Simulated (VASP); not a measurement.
Here is a VASP 6.6.1 calculation.

File POSCAR:

```
Ni
1.0
    2.4489071636      0.0000000000      0.0000000000
   -1.2244535818      2.1208158152      0.0000000000
    0.0000000000      0.0000000000      8.0322887075
Ni
4
Direct
    1.0000000000      0.0000000000      0.0000000000
    1.0000000000      0.0000000000      0.5000000000
    0.3333333333      0.6666666667      0.2500000000
    0.6666666667      0.3333333333      0.7500000000
```

The input INCAR.step1:

```
PREC = Accurate
ENCUT = 520
ISMEAR = -1
SIGMA = 0.1
LREAL = F
LASPH = T
NELM = 100
NBANDS = 28
GGA = PE
ALGO = Normal
EDIFF = 1E-4
LWAVE = T
LCHARG = F
```

Contents of INCAR.step2:

```
PREC = Accurate
ENCUT = 520
EDIFF = 1E-7
ISMEAR = -1
SIGMA = 0.1
LREAL = F
LASPH = T
NELM = 100
ALGO = Normal
ISIF = 2
LWAVE = F
LCHARG = F
METAGGA = R2SCAN
LMIXTAU = T
NBANDS = 28
ISTART = 1
```

File KPOINTS:

```
regular mesh
0
Gamma
  19 19 5
```

Potentials or basis: VASP PAW PBE potentials, release 64 (Ni).

Command:

```console
$ cat potpaw_PBE.64/Ni/POTCAR > POTCAR
$ cp INCAR.step1 INCAR
$ mpirun -np 1 vasp_std > vasp.out
$ cp INCAR.step2 INCAR
$ mpirun -np 1 vasp_std > vasp.out
```

Q: Estimate the pressure.

A: 0.6 GPa.

Q: What does it give for the band gap on the k mesh?

A: Zero (bands 20 and 21 overlap by 0.66 eV).

Caveat: the PAW data sets were made with another functional, which shifts forces and pressure a little; the run has no spin polarisation, though such a crystal can be magnetic. Spin polarisation is off, so any magnetic state and its effect on volume and gap are missing.
